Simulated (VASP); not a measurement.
A run of VASP 6.6.1 is set up as follows.

The input INCAR:

```
ALGO = Normal
EDIFF = 1E-6
ENCUT = 520
GGA = PE
ISIF = 2
ISMEAR = -1
LASPH = True
LCHARG = False
LREAL = Auto
LWAVE = False
NBANDS = 133
NELM = 100
PREC = Accurate
SIGMA = 0.1861
```

Contents of KPOINTS:

```
k-points
0
Gamma
  3 3 3
```

Contents of POSCAR:

```
Sn5Ge12
1.0
    7.0815660000     -0.0735080000      0.0306640000
   -0.0735080000      7.7150240000     -0.3469720000
    0.0306640000     -0.3469720000      7.5368430000
Sn Ge
5 12
Direct
    0.3102941574      0.8701029885      0.3608174993
    0.8859889035      0.3496924752      0.1875603201
    0.6461749898      0.6884552304      0.9306984640
    0.3941812733      0.4964493064      0.1960453318
    0.8579932651      0.3231958445      0.6560179385
    0.3828331095      0.1806324137      0.0434197883
    0.3496639447      0.8953322663      0.8607413398
    0.7529511473      0.9619357128      0.6342479508
    0.1177256805      0.1678414526      0.3647574727
    0.7185685860      0.6461664294      0.3389398623
    0.2562023393      0.2705321472      0.6371230088
    0.6137070551      0.0568617927      0.3966088526
    0.0885220375      0.5312374096      0.9131361812
    0.0110414908      0.8395285064      0.0872261571
    0.0592569391      0.7837223583      0.6024101414
    0.7573587822      0.0444199160      0.0657654145
    0.3749282573      0.6063656900      0.6388649216
```

Potentials or basis: VASP PAW PBE potentials, release 64 (Sn_d, Ge_d).

Run with:

```bash
$ cat potpaw_PBE.64/Sn_d/POTCAR potpaw_PBE.64/Ge_d/POTCAR > POTCAR
$ mpirun -np 1 vasp_std > vasp.out
```

(1) Estimate the band gap on the k mesh.

(2) What does it give for the largest force?

Answers

(1) zero (bands 119 and 120 overlap by 0.42 eV).

(2) 2.971 eV/Å.

Caveat: the atoms stand as in a frame of molecular dynamics; spin-orbit coupling is left out, which moves the levels of the heavy elements.
